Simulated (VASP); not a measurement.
# Ir (P6_3/mmc) in VASP: a series of runs

Runs on Ir. Level: PBEsol. Tasks: single point, relaxation of cell and atoms.

Everything below comes from runs of VASP 6.6.1. Logs are shortened: lines on timing, memory, paths and dates and some standing lists are left out, and cuts for length are marked.

## Step 1: The cell of the first run

Symmetry: P6_3/mmc, No. 194, hexagonal system. The conventional cell has a = 2.720 Å, b = 2.720 Å, c = 4.408 Å, α = 90.00°, β = 90.00°, γ = 120.00°. Ir (site symmetry -6m2) has 12 Ir at 2.71 to 2.72 Å within 3.6 Å.

## Step 2: Single point, PBEsol

INCAR reads:

```
ALGO     = Normal         # electronic algorithm
EDIFF    = 1E-6           # SCF threshold, eV
ENCUT    = 500            # plane-wave cutoff, eV
GGA      = PS             # functional
GGA_COMPAT= False        
ISIF     = 2              # what is computed and relaxed
ISMEAR   = -1             # smearing method
LASPH    = True           # aspherical terms in the spheres
LCHARG   = False          # write CHGCAR
LREAL    = False          # projectors in reciprocal space
LWAVE    = False          # write WAVECAR
NBANDS   = 16             # bands
NELM     = 120            # most SCF steps
PREC     = Accurate       # precision mode
SIGMA    = 0.05           # smearing width, eV
```

KPOINTS reads:

```
k-points
0
Gamma
  11 11 6
```

POSCAR reads:

```
Ir
1.0
    2.7196960318      0.0000000000      0.0000000000
   -1.3598480159      2.3553258541      0.0000000000
    0.0000000000      0.0000000000      4.4082150668
Ir
2
Direct
    0.3333333333      0.6666666667      0.2500000000
    0.6666666667      0.3333333333      0.7500000000
```

Potentials or basis: VASP PAW PBE potentials, release 64 (Ir).

The run is started by

```console
$ cat potpaw_PBE.64/Ir/POTCAR > POTCAR
$ mpirun -np 1 vasp_std > vasp.out
```

OUTCAR:

```text
EDIFF = 1E-6
   ENCUT = 500
   GGA = PS
   ISIF = 2
   ISMEAR = -1
   LASPH = True
   LREAL = False
   NELM = 120
   PREC = Accurate

 ion  position               nearest neighbor table
   1  0.333  0.667  0.250-   2 2.71   2 2.71   2 2.71   2 2.71   2 2.71   2 2.71
   2  0.667  0.333  0.750-   1 2.71   1 2.71   1 2.71   1 2.71   1 2.71   1 2.71

  LATTYP: Found a hexagonal cell.
 ALAT       =     2.7196960318
 C/A-ratio  =     1.6208484387

  Lattice vectors:

 A1 = (   2.7196960318,   0.0000000000,   0.0000000000)
 A2 = (  -1.3598480159,   2.3553258541,   0.0000000000)
 A3 = (   0.0000000000,   0.0000000000,   4.4082150668)

Analysis of symmetry for initial positions (statically):
=====================================================================
 Subroutine PRICEL returns:
 Original cell was already a primitive cell.

 Routine SETGRP: Setting up the symmetry group for a
 hexagonal supercell.

 Subroutine GETGRP returns: Found 24 space group operations
 (whereof 12 operations were pure point group operations)
 out of a pool of 24 trial point group operations.

The static configuration has the point symmetry D_3d.
 The point group associated with its full space group is D_6h.

Analysis of symmetry for dynamics (positions and initial velocities):
=====================================================================
 Subroutine PRICEL returns:
 Original cell was already a primitive cell.

 Routine SETGRP: Setting up the symmetry group for a
 hexagonal supercell.

 Subroutine GETGRP returns: Found 24 space group operations
 (whereof 12 operations were pure point group operations)
 out of a pool of 24 trial point group operations.

The dynamic configuration has the point symmetry D_3d.
 The point group associated with its full space group is D_6h.

 Subroutine INISYM returns: Found 24 space group operations
 (whereof 12 operations are pure point group operations),
 and found     1 'primitive' translations

----------------------------------------------------------------------------------------

                                     Primitive cell

  volume of cell :      28.2380

  direct lattice vectors                    reciprocal lattice vectors
     2.719696032  0.000000000  0.000000000     0.367688149  0.212284852  0.000000000
    -1.359848016  2.355325854  0.000000000     0.000000000  0.424569704  0.000000000
     0.000000000  0.000000000  4.408215067     0.000000000  0.000000000  0.226849186

  length of vectors
     2.719696032  2.719696032  4.408215067     0.424569704  0.424569704  0.226849186

  position of ions in fractional coordinates (direct lattice)
     0.333333333  0.666666667  0.250000000
     0.666666667  0.333333333  0.750000000

  ion indices of the primitive-cell ions
   primitive index   ion index
                 1           1
                 2           2

----------------------------------------------------------------------------------------

 KPOINTS: k-points

Automatic generation of k-mesh.
 Grid dimensions read from file:
 generate k-points for:   11   11    6

 Generating k-lattice:

  Cartesian coordinates                     Fractional coordinates (reciprocal lattice)
     0.033426195  0.019298623  0.000000000     0.090909091  0.000000000  0.000000000
     0.000000000  0.038597246  0.000000000     0.000000000  0.090909091  0.000000000
     0.000000000  0.000000000  0.037808198     0.000000000  0.000000000  0.166666667

  Length of vectors
     0.038597246  0.038597246  0.037808198

  Shift w.r.t. Gamma in fractional coordinates (k-lattice)
     0.000000000  0.000000000  0.000000000

 Subroutine IBZKPT returns following result:
 ===========================================

 Found     64 irreducible k-points:

 Following reciprocal coordinates:
            Coordinates               Weight
  0.000000  0.000000  0.000000      1.000000
  0.090909  0.000000  0.000000      6.000000
  0.181818  0.000000  0.000000      6.000000
  0.272727  0.000000  0.000000      6.000000
  0.363636 -0.000000  0.000000      6.000000
  0.454545  0.000000  0.000000      6.000000
[... 16 lines left out ...]
  0.090909  0.090909  0.166667     12.000000
  0.181818  0.090909  0.166667     24.000000
 [... further k-points ...]
   k-points           NKPTS =     64   k-points in BZ     NKDIM =     64   number of bands    NBANDS=     16
   number of dos      NEDOS =    301   number of ions     NIONS =      2
   total plane-waves  NPLWV =  12800
   dimension x,y,z NGX =    20 NGY =   20 NGZ =   32
   dimension x,y,z NGXF=    40 NGYF=   40 NGZF=   64
   ions per type =               2
   NGX,Y,Z   is equivalent  to a cutoff of  12.23, 12.23, 12.07 a.u.
   NGXF,Y,Z  is equivalent  to a cutoff of  24.45, 24.45, 24.14 a.u.
 SYSTEM =  unknown system
   PREC   = accura    normal or accurate (medium, high low for compatibility)
   ISTART =      0    job   : 0-new  1-cont  2-samecut
   ICHARG =      2    charge: 1-file 2-atom 10-const
   ISPIN  =      1    spin polarized calculation?
   LNONCOLLINEAR =      F non collinear calculations
   LSORBIT =      F    spin-orbit coupling
   LASPH  =      T    aspherical Exc in radial PAW
   ENCUT  =  500.0 eV  36.75 Ry    6.06 a.u.   4.96  4.96  8.04*2*pi/ulx,y,z
   NELM   =    120;   NELMIN=  2; NELMDL= -5     # of ELM steps
   EDIFF  = 0.1E-05   stopping-criterion for ELM
   LREAL  =      F    real-space projection
   EDIFFG = 0.1E-04   stopping-criterion for IOM
   NSW    =      0    number of steps for IOM
   IBRION =     -1    ionic relax: 0-MD 1-quasi-New 2-CG
   NFREE  =      0    steps in history (QN), initial steepest desc. (CG)
   ISIF   =      2    stress and relaxation
   ISYM   =      2    0-nonsym 1-usesym 2-fastsym
   POTIM  = 0.5000    time-step for ionic-motion
   TEBEG  =    0.0;   TEEND  =   0.0 temperature during run
   PSTRESS=    0.0 pullay stress
   NELECT =      18.0000    total number of electrons
   NUPDOWN=      -1.0000    fix difference up-down
   EMIN   =  10.00;   EMAX   =-10.00  energy-range for DOS
   EFERMI =   0.00;   METHOD = LEGACY
   ISMEAR =    -1;   SIGMA  =   0.05  broadening in eV -4-tet -1-fermi 0-gaus
   EFERMI_NEDOS =   21; number of points for ismear=-14 and -15
   IALGO  =     38    algorithm
   IMIX   =      4    mixing-type and parameters
     AMIX     =   0.40;   BMIX     =  1.00
     AMIX_MAG =   1.60;   BMIX_MAG =  1.00
  volume/ion in A,a.u.               =      14.12        95.28
  Fermi-wavevector in a.u.,A,eV,Ry     =   1.408924  2.662481 27.008480  1.985067
  Thomas-Fermi vector in A             =   2.531032
   LORBIT       =      0    0 simple, 1 ext, 2 COOP (PROOUT), +10 PAW based schemes
   GGA     = PS    functional components
   LHFCALC =     F    Hartree Fock is set to
   AEXX    =    0.0000 exact exchange contribution
   IVDW    =     0    specifies the selected vdW correction
   LEPSILON=     F    determine dielectric tensor
   LRPA    =     F    only Hartree local field effects (RPA)
 non-spin polarized calculation
  energy-cutoff  :      500.00
  volume of cell :       28.24
 maximum number of plane-waves:       738
 NGX is ok and might be reduce to    20
   NGX =  9   NGY =  9   NGZ = 17

 number of electron      18.0000001 magnetization

 Free energy of the ion-electron system (eV)
  ---------------------------------------------------
  ext. energy  EPLUGINS =         0.00000000
  ---------------------------------------------------
  free energy    TOTEN  =       -19.46871685 eV

  energy without entropy =      -19.44455422  energy(sigma->0) =      -19.45663554

 E-fermi :  10.3871     XC(G=0): -14.1134

 val. band max:       10.3789589701   @ k =   0.3636   0.1818   0.1667
 cond. band min:      10.3876718478   @ k =   0.2727   0.0909   0.3333
 fundamental gap:      0.0087128777
 Fermi energy:        10.3870911516

 k-point     1 :       0.0000    0.0000    0.0000
  band No.  band energies     occupation
      1      -0.9315      2.00000
      2       2.1442      2.00000
      3       6.4213      2.00000
      4       6.5211      2.00000
      5       6.5211      2.00000
      6       7.1896      2.00000
[... 8 lines left out ...]
     15      26.8157      0.00000
     16      27.8975      0.00000

 k-point     2 :       0.0909    0.0000    0.0000
  band No.  band energies     occupation
      1      -0.6091      2.00000
      2       2.4293      2.00000
      3       5.9752      2.00000
      4       6.7946      2.00000
      5       6.8799      2.00000
      6       7.0449      2.00000
[... 8 lines left out ...]
     15      27.2312      0.00000
     16      28.3788      0.00000

 k-point     3 :       0.1818    0.0000    0.0000
  band No.  band energies     occupation
      1       0.2848      2.00000
      2       3.1002      2.00000
      3       5.4599      2.00000
      4       6.1419      2.00000
      5       6.5694      2.00000
      6       7.3354      2.00000
[... 8 lines left out ...]
     15      27.5413      0.00000
     16      28.2604      0.00000

 k-point     4 :       0.2727    0.0000    0.0000
  band No.  band energies     occupation
      1       1.4819      2.00000
      2       3.4015      2.00000
      3       4.8541      2.00000
      4       5.4942      2.00000
      5       6.4055      2.00000
      6       6.8446      2.00000
[... 8 lines left out ...]
     15      25.8103      0.00000
     16      25.9933      0.00000

 k-point     5 :       0.3636   -0.0000    0.0000
  band No.  band energies     occupation
      1       2.4314      2.00000
      2       3.1002      2.00000
      3       3.9451      2.00000
      4       6.0123      2.00000
      5       6.4572      2.00000
      6       6.9444      2.00000
[... 8 lines left out ...]
     15      23.5585      0.00000
     16      24.7612      0.00000

 k-point     6 :       0.4545    0.0000    0.0000
  band No.  band energies     occupation
      1       2.7395      2.00000
      2       2.8785      2.00000
      3       3.4777      2.00000
      4       6.2474      2.00000
      5       6.7218      2.00000
      6       6.8141      2.00000
[... 8 lines left out ...]
     15      22.0682      0.00000
     16      22.2999      0.00000
[... 267 lines left out ...]
 k-point    21 :       0.3636   -0.0000    0.1667
  band No.  band energies     occupation
      1       2.3175      2.00000
      2       3.1950      2.00000
      3       4.2537      2.00000
      4       5.2673      2.00000
      5       6.6667      2.00000
      6       6.9166      2.00000
[... 8 lines left out ...]
     15      24.2240      0.00000
     16      24.5884      0.00000

 k-point    22 :       0.4545    0.0000    0.1667
  band No.  band energies     occupation
      1       2.4199      2.00000
      2       2.8863      2.00000
      3       4.1418      2.00000
      4       5.2157      2.00000
      5       6.4835      2.00000
      6       7.3265      2.00000
[... 8 lines left out ...]
     15      22.8310      0.00000
     16      23.4270      0.00000

 k-point    23 :       0.0909    0.0909    0.1667
  band No.  band energies     occupation
      1       0.2884      2.00000
      2       2.9877      2.00000
      3       5.5833      2.00000
      4       5.9321      2.00000
      5       6.5117      2.00000
      6       6.9953      2.00000
[... 8 lines left out ...]
     15      27.5612      0.00000
     16      27.8704      0.00000

 k-point    24 :       0.1818    0.0909    0.1667
  band No.  band energies     occupation
      1       1.3088      2.00000
      2       3.6948      2.00000
      3       4.9719      2.00000
      4       5.2105      2.00000
      5       6.2223      2.00000
      6       6.8531      2.00000
[... 8 lines left out ...]
     15      25.7923      0.00000
     16      27.0257      0.00000

 [... further k-points ...]

------------------------ aborting loop because EDIFF is reached ----------------------------------------

  FORCE on cell =-STRESS in cart. coord.  units (eV):
  Direction    XX          YY          ZZ          XY          YZ          ZX
  --------------------------------------------------------------------------------------
  -------------------------------------------------------------------------------------
  Total        0.1687604      0.1687604      0.1803930     -0.0000000      0.0000000      0.0000000
  in kB        9.5751784      9.5751784     10.2351952     -0.0000000      0.0000000      0.0000000
  external PRESSURE =       9.7951840 kB  Pullay stress =       0.0000000 kB

 VOLUME and BASIS-vectors are now :
 -----------------------------------------------------------------------------
  energy-cutoff  :      500.00
  volume of cell :       28.24
      direct lattice vectors                 reciprocal lattice vectors
     2.719696032  0.000000000  0.000000000     0.367688149  0.212284852  0.000000000
    -1.359848016  2.355325854  0.000000000     0.000000000  0.424569704  0.000000000
     0.000000000  0.000000000  4.408215067     0.000000000  0.000000000  0.226849186

 POSITION                                       TOTAL-FORCE (eV/Angst)
 -----------------------------------------------------------------------------------
     -0.00000      1.57022      1.10205         0.000000     -0.000000      0.000000
      1.35985      0.78511      3.30616        -0.000000      0.000000      0.000000
 -----------------------------------------------------------------------------------
    total drift:                               -0.000000      0.000000     -0.000000

  FREE ENERGIE OF THE ION-ELECTRON SYSTEM (eV)
  ---------------------------------------------------
  free  energy   TOTEN  =       -19.4687168508 eV

  energy  without entropy=      -19.4445542230  energy(sigma->0) =      -19.45663554
```

It took 33 s on 1 thread of Intel Xeon 8259CL, shared host; peak memory 0.15 GiB.

Results:

* Free energy: -19.4687 eV
* Pressure: 1.0 GPa
* Band gap on the k mesh: zero (band 9 reaches 11.38 eV, above the bottom of band 10 at 8.10 eV)

Caveat: the PAW data sets were made with another functional, which shifts forces and pressure a little; spin-orbit coupling is left out, which moves the levels of the heavy elements.

## Step 3: Relaxation of cell and atoms, PBEsol, target pressure 2 GPa, at which the enthalpy is minimised

This run uses another cell than the first one, of 14.63 Å³/atom, 1.036 times its volume.

INCAR reads:

```
  ALGO = Normal
  EDIFF = 1E-7
  EDIFFG = -0.01
  ENCUT = 500
  GGA = PS
  GGA_COMPAT = F
  IBRION = 2
  ISIF = 3
  ISMEAR = -1
  LASPH = T
  LCHARG = F
  LREAL = F
  LWAVE = F
  NELM = 120
  NELMIN = 4
  NSW = 60
  PREC = Accurate
  PSTRESS = 20.0
  SIGMA = 0.05
```

KPOINTS is that of step 2.

POSCAR reads:

```
Ir
1.0
    2.7513778946      0.0000000000      0.0000000000
   -1.3756889473      2.3827631521      0.0000000000
    0.0000000000      0.0000000000      4.4622900000
Ir
2
Direct
    0.3333333333      0.6666666667      0.2500000000
    0.6666666667      0.3333333333      0.7500000000
```

Potentials or basis: VASP PAW PBE potentials, release 64 (Ir).

The run is started by

```console
$ cat potpaw_PBE.64/Ir/POTCAR > POTCAR
$ mpirun -np 1 vasp_std > vasp.out
```

Wall time 1.8 min (1 thread of Intel Xeon 8259CL, shared host); peak memory 0.17 GiB.

It converged, with:

| Item | Value |
| --- | --- |
| Free energy | -19.4686 eV |
| Relaxed volume | 14.08 Å³/atom |
| Relaxed cell | a = 2.717 Å, b = 2.717 Å, c = 4.405 Å, α = 90.00°, β = 90.00°, γ = 120.00° |
| Space group after relaxing (to 0.05 Å) | P6_3/mmc (No. 194) |
| Energy change on relaxing (the enthalpy is what falls) | -17.3 meV/atom |
| Ionic steps | 5 |
| Pressure after relaxing | 2.1 GPa |
| Band gap on the k mesh | zero (band 9 reaches 11.44 eV, above the bottom of band 10 at 8.14 eV) |

The path:
```csv
step,energy change (eV),largest force (eV/Å),pressure (GPa),volume (Å³)
1,0.0000,0.0000,-11.65,29.25
2,0.9013,0.0000,86.96,24.29
3,-0.0354,0.0000,1.01,28.24
4,-0.0349,0.0000,1.78,28.18
5,-0.0347,0.0000,2.08,28.16
```

Final structure:
```cif
data_structure
_symmetry_space_group_name_H-M 'P 1'
_symmetry_Int_Tables_number 1
_cell_length_a 2.7170
_cell_length_b 2.7170
_cell_length_c 4.4046
_cell_angle_alpha 90.000
_cell_angle_beta 90.000
_cell_angle_gamma 120.000
_cell_volume 28.16
loop_
_atom_site_label
_atom_site_type_symbol
_atom_site_fract_x
_atom_site_fract_y
_atom_site_fract_z
_atom_site_occupancy
Ir1 Ir 0.33333 0.66667 0.25000 1
Ir2 Ir 0.66667 0.33333 0.75000 1
```

Levels at points of the mesh, in eV from the Fermi level:
```tsv
k point	band 6	band 7	band 8	band 9	band 10	band 11	band 12	band 13
(0.00, 0.00, 0.00)	-3.21	-3.21	-2.41	-2.41	-0.88	0.29	0.29	7.11
(0.00, 0.00, 0.50)	-4.01	-4.01	-4.01	-0.46	-0.46	-0.46	-0.46	13.63
```

Caveat: the cell is relaxed towards a set pressure, so the enthalpy falls and the energy may rise; the PAW data sets were made with another functional, which shifts forces and pressure a little; spin-orbit coupling is left out, which moves the levels of the heavy elements.
